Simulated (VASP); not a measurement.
# TiGe4Mo (P4/mmm) in VASP: further runs

TiGe4Mo is run at these levels: PBE; tasks: single point, relaxation of cell and atoms.

All numbers are computed with VASP 6.6.1; they aren't measurements. Logs are shortened: lines on timing, memory, paths and dates and some standing lists are left out, and cuts for length are marked.

## 1. The cell of the first run

The structure is tetragonal, space group P4/mmm (No. 123). The conventional cell has a = 3.540 Å, b = 3.540 Å, c = 8.729 Å, α = 90.00°, β = 90.00°, γ = 90.00°. Within 3.8 Å of Ti (site symmetry 4/mmm) lie 10 Ge at 2.87 to 2.95 Å and 4 Ti at 3.54 Å. Ge (site symmetry 4mm) has 9 Ge at 2.82 to 3.54 Å and 4 Mo at 2.87 Å and 1 Ti at 2.95 Å within 3.7 Å. Within 3.7 Å of Ge (site symmetry 4mm) lie 9 Ge at 2.82 to 3.54 Å and 4 Ti at 2.87 Å and 1 Mo at 2.95 Å. Within 3.8 Å of Mo (site symmetry 4/mmm) lie 10 Ge at 2.87 to 2.95 Å and 4 Mo at 3.54 Å.

## 2. Single point, PBE

Input file INCAR:

```
PREC = Accurate
ENCUT = 520
EDIFF = 1E-7
ISMEAR = 0
SIGMA = 0.1
LREAL = False
LASPH = True
NELM = 100
ALGO = Normal
ISIF = 2
LWAVE = False
LCHARG = True
GGA = PE
LELF = True
LVHAR = True
NBANDS = 50
```

Input file KPOINTS:

```
Automatic mesh
0
Gamma
  6 6 2
```

Input file POSCAR:

```
TiGe4Mo
1.0
    3.5401402700      0.0000000000      0.0000000000
    0.0000000000      3.5401402700      0.0000000000
    0.0000000000      0.0000000000      8.7286892900
Ti Ge Mo
1 4 1
Direct
    0.0000000000      0.0000000000      0.0000000000
    0.0000000000      0.0000000000      0.6616742600
    0.5000000000      0.5000000000      0.1616742600
    0.0000000000      0.0000000000      0.3383257400
    0.5000000000      0.5000000000      0.8383257400
    0.5000000000      0.5000000000      0.5000000000
```

Potentials or basis: VASP PAW PBE potentials, release 64 (Ti_sv, Ge_d, Mo_sv).

Started as:

```console
$ cat potpaw_PBE.64/Ti_sv/POTCAR potpaw_PBE.64/Ge_d/POTCAR potpaw_PBE.64/Mo_sv/POTCAR > POTCAR
$ mpirun -np 1 vasp_std > vasp.out
```

OUTCAR:

```text
PREC = Accurate
   ENCUT = 520
   EDIFF = 1E-7
   ISMEAR = 0
   LREAL = False
   LASPH = True
   NELM = 100
   ISIF = 2
   GGA = PE

 ion  position               nearest neighbor table
   1  0.000  0.000  0.000-   3 2.87   5 2.87   3 2.87   5 2.87   3 2.87   5 2.87   3 2.87   5 2.87

   2  0.000  0.000  0.662-   4 2.82   6 2.87   6 2.87   6 2.87   6 2.87
   3  0.500  0.500  0.162-   5 2.82   1 2.87   1 2.87   1 2.87   1 2.87   6 2.95
   4  0.000  0.000  0.338-   2 2.82   6 2.87   6 2.87   6 2.87   6 2.87
   5  0.500  0.500  0.838-   3 2.82   1 2.87   1 2.87   1 2.87   1 2.87   6 2.95
   6  0.500  0.500  0.500-   2 2.87   4 2.87   2 2.87   4 2.87   2 2.87   4 2.87   2 2.87   4 2.87
                             3 2.95   5 2.95

  LATTYP: Found a simple tetragonal cell.
 ALAT       =     3.5401402700
 C/A-ratio  =     2.4656337389

  Lattice vectors:

 A1 = (   3.5401402700,   0.0000000000,   0.0000000000)
 A2 = (   0.0000000000,   3.5401402700,   0.0000000000)
 A3 = (   0.0000000000,   0.0000000000,   8.7286892900)

Analysis of symmetry for initial positions (statically):
=====================================================================
 Subroutine PRICEL returns:
 Original cell was already a primitive cell.

 Routine SETGRP: Setting up the symmetry group for a
 simple tetragonal supercell.

 Subroutine GETGRP returns: Found 16 space group operations
 (whereof 16 operations were pure point group operations)
 out of a pool of 16 trial point group operations.

The static configuration has the point symmetry D_4h.

Analysis of symmetry for dynamics (positions and initial velocities):
=====================================================================
 Subroutine PRICEL returns:
 Original cell was already a primitive cell.

 Routine SETGRP: Setting up the symmetry group for a
 simple tetragonal supercell.

 Subroutine GETGRP returns: Found 16 space group operations
 (whereof 16 operations were pure point group operations)
 out of a pool of 16 trial point group operations.

The dynamic configuration has the point symmetry D_4h.

 Subroutine INISYM returns: Found 16 space group operations
 (whereof 16 operations are pure point group operations),
 and found     1 'primitive' translations

----------------------------------------------------------------------------------------

                                     Primitive cell

  volume of cell :     109.3931

  direct lattice vectors                    reciprocal lattice vectors
     3.540140270  0.000000000  0.000000000     0.282474683  0.000000000  0.000000000
     0.000000000  3.540140270  0.000000000     0.000000000  0.282474683  0.000000000
     0.000000000  0.000000000  8.728689290     0.000000000  0.000000000  0.114564738

  length of vectors
     3.540140270  3.540140270  8.728689290     0.282474683  0.282474683  0.114564738

  position of ions in fractional coordinates (direct lattice)
     0.000000000  0.000000000  0.000000000
     0.000000000  0.000000000  0.661674260
     0.500000000  0.500000000  0.161674260
     0.000000000  0.000000000  0.338325740
     0.500000000  0.500000000  0.838325740
     0.500000000  0.500000000  0.500000000

  ion indices of the primitive-cell ions
   primitive index   ion index
                 1           1
                 2           2
                 3           3
                 4           4
                 5           5
                 6           6

----------------------------------------------------------------------------------------

 KPOINTS: Automatic mesh

Automatic generation of k-mesh.
 Grid dimensions read from file:
 generate k-points for:    6    6    2

 Generating k-lattice:

  Cartesian coordinates                     Fractional coordinates (reciprocal lattice)
     0.047079114  0.000000000  0.000000000     0.166666667  0.000000000  0.000000000
     0.000000000  0.047079114  0.000000000     0.000000000  0.166666667  0.000000000
     0.000000000  0.000000000  0.057282369     0.000000000  0.000000000  0.500000000

  Length of vectors
     0.047079114  0.047079114  0.057282369

  Shift w.r.t. Gamma in fractional coordinates (k-lattice)
     0.000000000  0.000000000  0.000000000

 Subroutine IBZKPT returns following result:
 ===========================================

 Found     20 irreducible k-points:

 Following reciprocal coordinates:
            Coordinates               Weight
  0.000000  0.000000  0.000000      1.000000
  0.166667  0.000000  0.000000      4.000000
  0.333333  0.000000  0.000000      4.000000
  0.500000  0.000000  0.000000      2.000000
  0.166667  0.166667  0.000000      4.000000
  0.333333  0.166667  0.000000      8.000000
[... 12 lines left out ...]
  0.500000  0.333333  0.500000      4.000000
  0.500000  0.500000  0.500000      1.000000
   k-points           NKPTS =     20   k-points in BZ     NKDIM =     20   number of bands    NBANDS=     50
   number of dos      NEDOS =    301   number of ions     NIONS =      6
   total plane-waves  NPLWV =  54880
   dimension x,y,z NGX =    28 NGY =   28 NGZ =   70
   dimension x,y,z NGXF=    56 NGYF=   56 NGZF=  140
   ions per type =               1   4   1
   NGX,Y,Z   is equivalent  to a cutoff of  13.15, 13.15, 13.33 a.u.
   NGXF,Y,Z  is equivalent  to a cutoff of  26.30, 26.30, 26.66 a.u.
 SYSTEM =  unknown system
   PREC   = accura    normal or accurate (medium, high low for compatibility)
   ISTART =      0    job   : 0-new  1-cont  2-samecut
   ICHARG =      2    charge: 1-file 2-atom 10-const
   ISPIN  =      1    spin polarized calculation?
   LNONCOLLINEAR =      F non collinear calculations
   LSORBIT =      F    spin-orbit coupling
   LASPH  =      T    aspherical Exc in radial PAW
   ENCUT  =  520.0 eV  38.22 Ry    6.18 a.u.   6.58  6.58 16.23*2*pi/ulx,y,z
   NELM   =    100;   NELMIN=  2; NELMDL= -5     # of ELM steps
   EDIFF  = 0.1E-06   stopping-criterion for ELM
   LREAL  =      F    real-space projection
   EDIFFG = 0.1E-05   stopping-criterion for IOM
   NSW    =      0    number of steps for IOM
   IBRION =     -1    ionic relax: 0-MD 1-quasi-New 2-CG
   NFREE  =      0    steps in history (QN), initial steepest desc. (CG)
   ISIF   =      2    stress and relaxation
   ISYM   =      2    0-nonsym 1-usesym 2-fastsym
   POTIM  = 0.5000    time-step for ionic-motion
   TEBEG  =    0.0;   TEEND  =   0.0 temperature during run
   PSTRESS=    0.0 pullay stress
   NELECT =      82.0000    total number of electrons
   NUPDOWN=      -1.0000    fix difference up-down
   EMIN   =  10.00;   EMAX   =-10.00  energy-range for DOS
   EFERMI =   0.00;   METHOD = LEGACY
   ISMEAR =     0;   SIGMA  =   0.10  broadening in eV -4-tet -1-fermi 0-gaus
   EFERMI_NEDOS =   21; number of points for ismear=-14 and -15
   IALGO  =     38    algorithm
   IMIX   =      4    mixing-type and parameters
     AMIX     =   0.40;   BMIX     =  1.00
     AMIX_MAG =   1.60;   BMIX_MAG =  1.00
  volume/ion in A,a.u.               =      18.23       123.04
  Fermi-wavevector in a.u.,A,eV,Ry     =   1.487132  2.810272 30.090114  2.211561
  Thomas-Fermi vector in A             =   2.600331
   LORBIT       =      0    0 simple, 1 ext, 2 COOP (PROOUT), +10 PAW based schemes
   GGA     = PE    functional components
   LHFCALC =     F    Hartree Fock is set to
   AEXX    =    0.0000 exact exchange contribution
   IVDW    =     0    specifies the selected vdW correction
   LEPSILON=     F    determine dielectric tensor
   LRPA    =     F    only Hartree local field effects (RPA)
 non-spin polarized calculation
 Gauss-broadening in eV      SIGMA  =   0.10
  energy-cutoff  :      520.00
  volume of cell :      109.39
 maximum number of plane-waves:      2972
 NGX is ok and might be reduce to    28
   NGX = 13   NGY = 13   NGZ = 33

 number of electron      81.9999960 magnetization

 Free energy of the ion-electron system (eV)
  ---------------------------------------------------
  ext. energy  EPLUGINS =         0.00000000
  ---------------------------------------------------
  free energy    TOTEN  =       -37.41806559 eV

  energy without entropy =      -37.40326729  energy(sigma->0) =      -37.41066644

 E-fermi :   7.2964     XC(G=0): -11.6156

 val. band max:        7.2603719366   @ k =   0.1667   0.0000   0.5000
 cond. band min:       7.2964107731   @ k =   0.1667   0.0000   0.0000
 fundamental gap:      0.0360388366
 Fermi energy:         7.2963639797

 k-point     1 :       0.0000    0.0000    0.0000
  band No.  band energies     occupation
      1     -53.5548      2.00000
      2     -49.5495      2.00000
      3     -27.6028      2.00000
      4     -27.5855      2.00000
      5     -27.5855      2.00000
      6     -25.8612      2.00000
[... 42 lines left out ...]
     49      10.7185      0.00000
     50      11.3680      0.00000

 k-point     2 :       0.1667    0.0000    0.0000
  band No.  band energies     occupation
      1     -53.5538      2.00000
      2     -49.5487      2.00000
      3     -27.6046      2.00000
      4     -27.6007      2.00000
      5     -27.5838      2.00000
      6     -25.8597      2.00000
[... 42 lines left out ...]
     49      11.2854      0.00000
     50      11.7142      0.00000

 k-point     3 :       0.3333    0.0000    0.0000
  band No.  band energies     occupation
      1     -53.5518      2.00000
      2     -49.5470      2.00000
      3     -27.6426      2.00000
      4     -27.5966      2.00000
      5     -27.5804      2.00000
      6     -25.8567      2.00000
[... 42 lines left out ...]
     49      11.0264      0.00000
     50      11.1186      0.00000

 k-point     4 :       0.5000    0.0000    0.0000
  band No.  band energies     occupation
      1     -53.5508      2.00000
      2     -49.5462      2.00000
      3     -27.6615      2.00000
      4     -27.5945      2.00000
      5     -27.5787      2.00000
      6     -25.8552      2.00000
[... 787 lines left out ...]
 k-point    19 :       0.5000    0.3333    0.5000
  band No.  band energies     occupation
      1     -53.5478      2.00000
      2     -49.5438      2.00000
      3     -27.6543      2.00000
      4     -27.6337      2.00000
      5     -27.5894      2.00000
      6     -25.8517      2.00000
[... 42 lines left out ...]
     49      10.6453      0.00000
     50      10.7510      0.00000

 k-point    20 :       0.5000    0.5000    0.5000
  band No.  band energies     occupation
      1     -53.5468      2.00000
      2     -49.5430      2.00000
      3     -27.6519      2.00000
      4     -27.6519      2.00000
      5     -27.5878      2.00000
      6     -25.8505      2.00000
[... 42 lines left out ...]
     49      10.8760      0.00000
     50      11.0532      0.00000

------------------------ aborting loop because EDIFF is reached ----------------------------------------

  FORCE on cell =-STRESS in cart. coord.  units (eV):
  Direction    XX          YY          ZZ          XY          YZ          ZX
  --------------------------------------------------------------------------------------
  -------------------------------------------------------------------------------------
  Total      -10.0390531    -10.0390531     -8.0030963      0.0000000      0.0000000     -0.0000000
  in kB     -147.0325062   -147.0325062   -117.2137745      0.0000000      0.0000000     -0.0000000
  external PRESSURE =    -137.0929289 kB  Pullay stress =       0.0000000 kB

 VOLUME and BASIS-vectors are now :
 -----------------------------------------------------------------------------
  energy-cutoff  :      520.00
  volume of cell :      109.39
      direct lattice vectors                 reciprocal lattice vectors
     3.540140270  0.000000000  0.000000000     0.282474683  0.000000000  0.000000000
     0.000000000  3.540140270  0.000000000     0.000000000  0.282474683  0.000000000
     0.000000000  0.000000000  8.728689290     0.000000000  0.000000000  0.114564738

 POSITION                                       TOTAL-FORCE (eV/Angst)
 -----------------------------------------------------------------------------------
      0.00000      0.00000      0.00000        -0.000000      0.000000      0.000000
      0.00000      0.00000      5.77555        -0.000000      0.000000     -0.434166
      1.77007      1.77007      1.41120         0.000000     -0.000000      0.051149
      0.00000      0.00000      2.95314        -0.000000      0.000000      0.434166
      1.77007      1.77007      7.31748        -0.000000     -0.000000     -0.051149
      1.77007      1.77007      4.36434        -0.000000      0.000000      0.000000
 -----------------------------------------------------------------------------------
    total drift:                                0.000000      0.000000      0.000000

  FREE ENERGIE OF THE ION-ELECTRON SYSTEM (eV)
  ---------------------------------------------------
  free  energy   TOTEN  =       -37.4180655900 eV

  energy  without entropy=      -37.4032672938  energy(sigma->0) =      -37.41066644
```

It took 1.7 min on 1 thread of AMD EPYC 9R45 (Zen 5), shared host; peak memory 0.24 GiB.

Results:

- Free energy: -37.4181 eV
- Pressure: -13.7 GPa
- Largest force: 0.434 eV/Å
- Band gap on the k mesh: zero (band 41 reaches 7.81 eV, above the bottom of band 42 at 6.47 eV)

Forces in eV/Å, atoms in the order of the input:
```
Ti   0.000  0.000  0.000
Ge   0.000  0.000 -0.434
Ge   0.000  0.000  0.051
Ge   0.000  0.000  0.434
Ge   0.000  0.000 -0.051
Mo   0.000  0.000  0.000
```

Levels at points of the mesh, in eV from the Fermi level:
| k point | band 37 | band 38 | band 39 | band 40 | band 41 | band 42 | band 43 | band 44 | band 45 | band 46 |
| --- | --- | --- | --- | --- | --- | --- | --- | --- | --- | --- |
| (0.00, 0.00, 0.00) | -0.50 | -0.26 | 0.10 | 0.10 | 0.52 | 0.57 | 0.57 | 1.60 | 1.96 | 2.30 |
| (0.50, 0.00, 0.00) | -1.49 | -1.03 | -0.90 | -0.29 | 0.04 | 1.11 | 1.52 | 1.85 | 2.18 | 2.21 |
| (0.50, 0.50, 0.00) | -2.66 | -2.62 | -1.15 | -1.15 | -0.65 | -0.65 | 1.59 | 1.79 | 2.08 | 2.34 |
| (0.00, 0.00, 0.50) | -0.74 | -0.36 | -0.36 | -0.27 | 0.48 | 0.52 | 0.76 | 1.60 | 1.69 | 1.69 |
| (0.50, 0.00, 0.50) | -1.50 | -1.06 | -0.45 | -0.44 | 0.27 | 1.20 | 1.60 | 2.04 | 2.31 | 2.34 |
| (0.50, 0.50, 0.50) | -2.02 | -1.58 | -1.27 | -1.27 | -0.57 | -0.57 | -0.05 | 0.62 | 1.59 | 2.34 |

## 3. Single point, PBE

This run uses another cell than the first one, of 15.80 Å³/atom, 0.867 times its volume.

Input file INCAR:

```
  PREC = Accurate
  ENCUT = 520
  EDIFF = 1E-6
  ISMEAR = 0
  SIGMA = 0.1
  LREAL = False
  LASPH = True
  NELM = 60
  ALGO = Normal
  ISIF = 2
  LWAVE = False
  LCHARG = False
  GGA = PE
  NBANDS = 50
```

Input file KPOINTS:

```
regular mesh
0
Gamma
  6 6 2
```

Input file POSCAR:

```
TiGe4Mo
1.0
    3.3415369653      0.0000000000      0.0000000000
    0.0000000000      3.3415369653      0.0000000000
    0.0000000000      0.0000000000      8.4904260309
Ti Ge Mo
1 4 1
Direct
    0.0000000000      0.0000000000      0.0000000000
    0.0000000000      0.0000000000      0.6601400886
    0.5000000000      0.5000000000      0.1651975967
    0.0000000000      0.0000000000      0.3398599114
    0.5000000000      0.5000000000      0.8348024033
    0.5000000000      0.5000000000      0.5000000000
```

Potentials or basis: VASP PAW PBE potentials, release 64 (Ti_sv, Ge_d, Mo_sv).

Started as:

```console
$ cat potpaw_PBE.64/Ti_sv/POTCAR potpaw_PBE.64/Ge_d/POTCAR potpaw_PBE.64/Mo_sv/POTCAR > POTCAR
$ mpirun -np 1 vasp_std > vasp.out
```

Wall time 76 s (1 thread of AMD EPYC 9R45 (Zen 5), shared host); peak memory 0.23 GiB.

Results (log left out):

```
Free energy            : -38.1552 eV
Pressure               : 0.2 GPa
Largest force          : 0.012 eV/Å
Band gap on the k mesh : zero (band 41 reaches 9.68 eV, above the bottom of band 42 at 7.92 eV)
```

Forces in eV/Å, atoms in the order of the input:
```
Ti   0.000  0.000  0.000
Ge   0.000  0.000  0.008
Ge   0.000  0.000  0.012
Ge   0.000  0.000 -0.008
Ge   0.000  0.000 -0.012
Mo   0.000  0.000  0.000
```

Levels at points of the mesh, in eV from the Fermi level:
```csv
k point,band 37,band 38,band 39,band 40,band 41,band 42,band 43,band 44,band 45,band 46
"(0.00, 0.00, 0.00)",-0.43,-0.42,0.28,0.28,0.69,0.69,0.72,2.01,3.01,3.03
"(0.50, 0.00, 0.00)",-1.74,-1.44,-1.00,-0.14,0.07,1.38,1.94,2.65,2.66,2.88
"(0.50, 0.50, 0.00)",-3.03,-2.89,-1.55,-1.55,-0.65,-0.65,2.10,2.25,2.61,2.91
"(0.00, 0.00, 0.50)",-0.85,-0.43,-0.34,-0.34,0.72,1.25,1.43,2.01,2.16,2.16
"(0.50, 0.00, 0.50)",-1.75,-1.43,-0.54,-0.36,0.37,1.48,2.08,2.64,3.03,3.04
"(0.50, 0.50, 0.50)",-2.21,-1.78,-1.48,-1.48,-0.77,-0.77,0.02,0.84,2.10,2.91
```

Caveat: the k points lie up to 0.37 Å⁻¹ apart.

(Part 1 of 2 ends here.)
